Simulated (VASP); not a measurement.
Wanted: the native input for a VASP 6.6.1 run.

```yaml
Task: single point
Functional: LDA
Potentials_or_basis: VASP PAW LDA potentials, release 64 (Br)
Cutoff: 520 eV
k_mesh: 7 × 7 × 3
Occupations: fermi-dirac, width 0.05 eV
Spin: no spin polarisation
Dipole_correction: no
Further_INCAR_settings: ALGO = Normal; EDIFF = 1e-06; NBANDS = 22
```

The structure of Br lies in POSCAR:

```
Br
1.0
    3.4292128250     -2.3681017607      0.0000000000
    3.4292128250      2.3681017607      0.0000000000
    0.0000000000      0.0000000000      8.8729766646
Br
4
Direct
    0.3651000000      0.6349000000      0.3901000000
    0.1349000000      0.8651000000      0.8901000000
    0.6349000000      0.3651000000      0.6099000000
    0.8651000000      0.1349000000      0.1099000000
```

One way to write it, as run:

INCAR

```
SYSTEM = Br
  PREC = Accurate
  ENCUT = 520
  EDIFF = 1E-6
  ISMEAR = -1
  SIGMA = 0.05
  LREAL = .False.
  LASPH = .True.
  NELM = 80
  ALGO = Normal
  ISIF = 2
  LWAVE = .False.
  LCHARG = .False.
  GGA = CA
  NBANDS = 22
```

KPOINTS

```
regular mesh
0
Gamma
  7 7 3
  0 0 0
```

Potentials or basis: VASP PAW LDA potentials, release 64 (Br).

Run with:

```sh
$ cat potpaw_LDA.64/Br/POTCAR > POTCAR
$ mpirun -np 1 vasp_std > vasp.out
```

Results of the run:

The pressure is -2.5 GPa, the largest force is 0.160 eV/Å and the band gap on the k mesh is 1.58 eV (least direct gap 1.60 eV).

Caveat: an odd mesh through Γ misses points on the zone boundary, where band edges can lie.

It took 2.8 min on 1 thread of AMD EPYC 7R43 64-Core Processor (Zen 3) (shared host), peak memory 0.19 GiB.
